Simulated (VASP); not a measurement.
Runs of VASP 6.6.1 on Re. The structure is that of space group P6/mmm (No. 191), or close to it. The cells are those of the table. This isn't the form of Re at room conditions, which is hcp.

```csv
cell,k mesh,gap on the mesh (eV),pressure (GPa)
"a = 4.321, b = 4.321, c = 2.707 Å, angles 90.0, 90.0, 120.0°, 3 atoms",9 × 9 × 13,none,(a)
"a = 4.198, b = 4.198, c = 2.630 Å, angles 90.0, 90.0, 120.0°, 3 atoms",9 × 9 × 13,none,59.0
"a = 4.380, b = 4.380, c = 2.744 Å, angles 90.0, 90.0, 120.0°, 3 atoms",11 × 11 × 15,none,-0.8
"a = 4.438, b = 4.438, c = 2.780 Å, angles 90.0, 90.0, 120.0°, 3 atoms",9 × 9 × 13,none,-13.4
"a = 4.260, b = 4.260, c = 2.669 Å, angles 90.0, 90.0, 120.0°, 3 atoms",9 × 9 × 13,none,34.6
"a = 4.549, b = 4.549, c = 2.850 Å, angles 90.0, 90.0, 120.0°, 3 atoms",9 × 9 × 13,none,(b)
"a = 4.494, b = 4.494, c = 2.816 Å, angles 90.0, 90.0, 120.0°, 3 atoms",9 × 9 × 13,none,-23.4
"a = 4.380, b = 4.380, c = 2.744 Å, angles 90.0, 90.0, 120.0°, 3 atoms",9 × 9 × 13,none,-0.8
```

Alike in all rows: task single point; level PBE; potentials or basis VASP PAW PBE potentials, release 64 (Re); no spin polarisation; cutoff (eV) 520; smearing fermi-dirac 0.1 eV.

Question: Fill in the values left out.

Answer: (a) 15.0; (b) -31.4.

Caveats: spin-orbit coupling is left out, which moves the levels of the heavy elements; the cell stands under pressure (at least some runs); the cell stands under tension (at least some runs).

A k mesh can miss the band edges, and the runs leave out spin-orbit coupling on Re.

A gap of «none» marks levels without a gap at the run's occupations.
